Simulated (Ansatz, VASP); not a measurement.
One calculation of MoS2, two programs

INCAR

```
PREC     = Accurate       # precision mode
ENCUT    = 520            # plane-wave cutoff, eV
EDIFF    = 1E-6           # SCF threshold, eV
ISMEAR   = 0              # smearing method
SIGMA    = 0.02           # smearing width, eV
LREAL    = False          # projectors in reciprocal space
LASPH    = True           # aspherical terms in the spheres
NELM     = 100            # most SCF steps
ALGO     = Normal         # electronic algorithm
ISIF     = 2              # what is computed and relaxed
LWAVE    = False          # write WAVECAR
LCHARG   = False          # write CHGCAR
GGA      = PE             # functional
IBRION   = 2              # ionic algorithm
NSW      = 60             # ionic steps
EDIFFG   = -0.008         # ionic threshold
KPAR     = 4
```

The input KPOINTS:

```
regular mesh
0
Gamma
  12 12 2
```

Contents of POSCAR:

```
MoS2
1.0
    3.1850687626      0.0000000000      0.0000000000
   -1.5925343813      2.7583504612      0.0000000000
    0.0000000000      0.0000000000     14.2156739598
Mo S
2 4
Direct
    0.6666666667      0.3333333333      0.2500000000
    0.3333333333      0.6666666667      0.7500000000
    0.6666666667      0.3333333333      0.6423340849
    0.3333333333      0.6666666667      0.3576659151
    0.6666666667      0.3333333333      0.8576659151
    0.3333333333      0.6666666667      0.1423340849
```

Input for Ansatz:

```yaml
crystal:
  lattice:
    - [3.1850687626, 0.0, 0.0]
    - [-1.5925343813, 2.7583504612, 0.0]
    - [0.0, 0.0, 14.2156739598]
  atoms:
    - { symbol: Mo, position: [0.6666666667, 0.3333333333, 0.25] }
    - { symbol: Mo, position: [0.3333333333, 0.6666666667, 0.75] }
    - { symbol: S, position: [0.6666666667, 0.3333333333, 0.6423340849] }
    - { symbol: S, position: [0.3333333333, 0.6666666667, 0.3576659151] }
    - { symbol: S, position: [0.6666666667, 0.3333333333, 0.8576659151] }
    - { symbol: S, position: [0.3333333333, 0.6666666667, 0.1423340849] }
basis:
  ecutwfc: 420
kpoints:
  mp_grid: { grid: [12, 12, 2] }
hamiltonian:
  xc: pbe
scf:
  occupations: { method: gaussian, width: 0.02 }
output:
  forces: true
  stress: true
  eigenvalues: true
relax:
  adjacent_minimum: "off"
  f_tol: 0.008
  max_steps: 40
```

Change from the starting cell: strain along c alone, the other axes held, atoms relaxed: -4.0 %.

Alike in both runs: task relaxation of the atoms; functional PBE; k mesh 12 × 12 × 2; occupations gaussian, width 0.02 eV; no spin polarisation.

|  | VASP | Ansatz |
| --- | --- | --- |
| version | VASP 6.6.1 | Ansatz 0.2.0 |
| potentials or method | VASP PAW PBE potentials, release 64 (Mo_sv, S), cutoff 520 eV | scalar-relativistic, plane waves, PAW |
| valence electrons in the cell | 52 | 52 |

```csv
,VASP,Ansatz,Ansatz less VASP
"gap on the k mesh at the Fermi level, each at its own relaxed structure (eV)",1.38,1.37,-0.010
```

Ansatz's warnings: stress scf threshold loose.
